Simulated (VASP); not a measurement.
# Si (Fd-3m) in VASP: further runs, part 2 of 2

VASP 6.6.1. Earlier steps stand in the parts before.

**3. Single point, PBE**

This run uses another cell than the first one, of 20.78 Å³/atom, 1.020 times its volume.

File INCAR:

```
  ALGO = Normal
  EDIFF = 1E-6
  ENCUT = 520
  GGA = PE
  ISIF = 2
  ISMEAR = 0
  LASPH = True
  LCHARG = False
  LREAL = False
  LWAVE = False
  NBANDS = 11
  NELM = 80
  PREC = Accurate
  SIGMA = 0.01
```

File KPOINTS:

```
k-points
0
Gamma
  6 6 6
```

File POSCAR:

```
Si
1.0
    0.0000000000      2.7492688318      2.7492688318
    2.7492688318      0.0000000000      2.7492688318
    2.7492688318      2.7492688318      0.0000000000
Si
2
Direct
    0.7500000000      0.7500000000      0.7500000000
    0.5000000000      0.5000000000      0.5000000000
```

Potentials or basis: VASP PAW PBE potentials, release 64 (Si).

Launch:

```bash
cat potpaw_PBE.64/Si/POTCAR > POTCAR
mpirun -np 1 vasp_std > vasp.out
```

Run time: 3.9 s. Hardware: 1 thread of Intel Xeon 6975P-C (Granite Rapids), shared host; peak memory 0.14 GiB.

Results (log left out):

| Item | Value |
| --- | --- |
| Free energy | -10.8236 eV |
| Pressure | -1.4 GPa |
| Band gap on the k mesh | 0.78 eV, indirect (least direct gap 2.55 eV) |

Levels at points of the mesh, in eV from the valence-band top:
| k point | band 1 | band 2 | band 3 | band 4 | band 5 | band 6 | band 7 | band 8 |
| --- | --- | --- | --- | --- | --- | --- | --- | --- |
| (0.00, 0.00, 0.00) | -11.71 | 0.00 | 0.00 | 0.00 | 2.55 | 2.55 | 2.55 | 2.95 |
| (0.50, 0.00, 0.00) | -9.47 | -6.80 | -1.16 | -1.16 | 1.41 | 3.35 | 3.35 | 7.68 |
| (0.50, 0.50, 0.00) | -7.70 | -7.70 | -2.75 | -2.75 | 0.78 | 0.78 | 9.80 | 9.80 |

A k mesh can miss the band edges. A hybrid or GW would open this gap; PBE tends to underestimate it.

**4. Single point, PBE**

This run uses another cell than the first one, of 21.18 Å³/atom, 1.039 times its volume.

File INCAR:

```
PREC = Accurate ; ENCUT = 520
EDIFF = 1E-6 ; ISMEAR = 0
SIGMA = 0.01 ; LREAL = F
LASPH = T ; NELM = 100
ALGO = Normal ; ISIF = 2
LWAVE = F ; LCHARG = T
GGA = PE ; LELF = T
LVHAR = T ; NBANDS = 11
```

File KPOINTS:

```
regular mesh
0
Gamma
  6 6 6
```

File POSCAR:

```
Si
1.0
    0.0000000000      2.7667805704      2.7667805704
    2.7667805704      0.0000000000      2.7667805704
    2.7667805704      2.7667805704      0.0000000000
Si
2
Direct
    0.7500000000      0.7500000000      0.7500000000
    0.5000000000      0.5000000000      0.5000000000
```

Potentials or basis: VASP PAW PBE potentials, release 64 (Si).

Launch:

```bash
cat potpaw_PBE.64/Si/POTCAR > POTCAR
mpirun -np 1 vasp_std > vasp.out
```

OUTCAR:

```text
PREC = Accurate
   ENCUT = 520
   EDIFF = 1E-6
   ISMEAR = 0
   LREAL = F
   LASPH = T
   NELM = 100
   ISIF = 2
   GGA = PE

 ion  position               nearest neighbor table
   1  0.750  0.750  0.750-   2 2.40   2 2.40   2 2.40   2 2.40
   2  0.500  0.500  0.500-   1 2.40   1 2.40   1 2.40   1 2.40

  LATTYP: Found a face centered cubic cell.
 ALAT       =     5.5335611408

  Lattice vectors:

 A1 = (   0.0000000000,   2.7667805704,   2.7667805704)
 A2 = (   2.7667805704,   0.0000000000,   2.7667805704)
 A3 = (   2.7667805704,   2.7667805704,   0.0000000000)

Analysis of symmetry for initial positions (statically):
=====================================================================
 Subroutine PRICEL returns:
 Original cell was already a primitive cell.

 Routine SETGRP: Setting up the symmetry group for a
 face centered cubic supercell.

 Subroutine GETGRP returns: Found 48 space group operations
 (whereof 24 operations were pure point group operations)
 out of a pool of 48 trial point group operations.

The static configuration has the point symmetry T_d .
 The point group associated with its full space group is O_h .

[... 162 lines left out ...]
      1      -6.3025      2.00000
      2       5.2786      2.00000
      3       5.2786      2.00000
      4       5.2786      2.00000
      5       7.8162      0.00000
      6       7.8162      0.00000
      7       7.8162      0.00000
      8       8.0160      0.00000
      9      12.9641      0.00000
     10      12.9641      0.00000
     11      13.0200      0.00000
[... 197 lines left out ...]
 k-point    16 :      -0.3333    0.5000    0.1667
  band No.  band energies     occupation
      1      -2.2565      2.00000
      2      -2.2565      2.00000
      3       1.8505      2.00000
      4       1.8505      2.00000
      5       8.0280      0.00000
      6       8.0280      0.00000
      7      11.8326      0.00000
      8      11.8326      0.00000
      9      15.5139      0.00000
     10      15.5139      0.00000
     11      17.7955      0.00000

------------------------ aborting loop because EDIFF is reached ----------------------------------------

  FORCE on cell =-STRESS in cart. coord.  units (eV):
  Direction    XX          YY          ZZ          XY          YZ          ZX
  --------------------------------------------------------------------------------------
  -------------------------------------------------------------------------------------
  Total       -0.7608442     -0.7608442     -0.7608442      0.0000000      0.0000000     -0.0000000
  in kB      -28.7774399    -28.7774399    -28.7774399      0.0000000      0.0000000     -0.0000000
  external PRESSURE =     -28.7774399 kB  Pullay stress =       0.0000000 kB

 VOLUME and BASIS-vectors are now :
 -----------------------------------------------------------------------------
  energy-cutoff  :      520.00
  volume of cell :       42.36
      direct lattice vectors                 reciprocal lattice vectors
     0.000000000  2.766780570  2.766780570    -0.180715452  0.180715452  0.180715452
     2.766780570  0.000000000  2.766780570     0.180715452 -0.180715452  0.180715452
     2.766780570  2.766780570  0.000000000     0.180715452  0.180715452 -0.180715452

 POSITION                                       TOTAL-FORCE (eV/Angst)
 -----------------------------------------------------------------------------------
      4.15017      4.15017      4.15017         0.000000      0.000000      0.000000
      2.76678      2.76678      2.76678        -0.000000     -0.000000     -0.000000
 -----------------------------------------------------------------------------------
    total drift:                                0.000000     -0.000000     -0.000000

  FREE ENERGIE OF THE ION-ELECTRON SYSTEM (eV)
  ---------------------------------------------------
  free  energy   TOTEN  =       -10.8130285655 eV

  energy  without entropy=      -10.8130285655  energy(sigma->0) =      -10.81302857
```

OSZICAR:

```text
N       E                     dE             d eps       ncg     rms          rms(c)
DAV:   1     0.900129936626E+01    0.90013E+01   -0.32824E+03   352   0.588E+02
DAV:   2    -0.104085847554E+02   -0.19410E+02   -0.18681E+02   488   0.853E+01
DAV:   3    -0.109611687313E+02   -0.55258E+00   -0.55116E+00   460   0.128E+01
DAV:   4    -0.109655886808E+02   -0.44199E-02   -0.44195E-02   410   0.147E+00
DAV:   5    -0.109656345716E+02   -0.45891E-04   -0.45890E-04   467   0.141E-01    0.455E+00
DAV:   6    -0.108612038938E+02    0.10443E+00   -0.56029E-02   405   0.979E-01    0.276E+00
DAV:   7    -0.108113716164E+02    0.49832E-01   -0.11401E-01   397   0.151E+00    0.148E-01
DAV:   8    -0.108127649426E+02   -0.13933E-02   -0.54276E-03   403   0.391E-01    0.775E-02
DAV:   9    -0.108130039467E+02   -0.23900E-03   -0.23785E-04   449   0.911E-02    0.551E-02
DAV:  10    -0.108130273870E+02   -0.23440E-04   -0.20082E-05   403   0.261E-02    0.438E-03
DAV:  11    -0.108130284062E+02   -0.10193E-05   -0.21233E-06   436   0.754E-03    0.299E-03
DAV:  12    -0.108130285655E+02   -0.15931E-06   -0.47751E-07   370   0.427E-03
   1 F= -.10813029E+02 E0= -.10813029E+02  d E =-.237750E-11
```

It took 4.5 s on 1 thread of Intel Xeon 6975P-C (Granite Rapids), shared host; peak memory 0.15 GiB.

Results:

```
Free energy            : -10.8130 eV
Pressure               : -2.9 GPa
Band gap on the k mesh : 0.80 eV, indirect (least direct gap 2.49 eV)
```

A k mesh can miss the band edges.

**5. The runs side by side**

| cell | gap on the mesh (eV) | pressure (GPa) |
| --- | --- | --- |
| a = 3.863 Å, angles 60.0°, 2 atoms | 0.74 | 0.3 |
| a = 3.888 Å, angles 60.0°, 2 atoms | 0.78 | -1.4 |
| a = 3.913 Å, angles 60.0°, 2 atoms | 0.80 | -2.9 |

Alike in all rows: task single point; level PBE; potentials or basis VASP PAW PBE potentials, release 64 (Si); no spin polarisation; k mesh 6 × 6 × 6; cutoff (eV) 520; smearing gaussian 0.01 eV.

Total energies depend on the potentials used, so only differences within one code and one set of settings carry meaning.
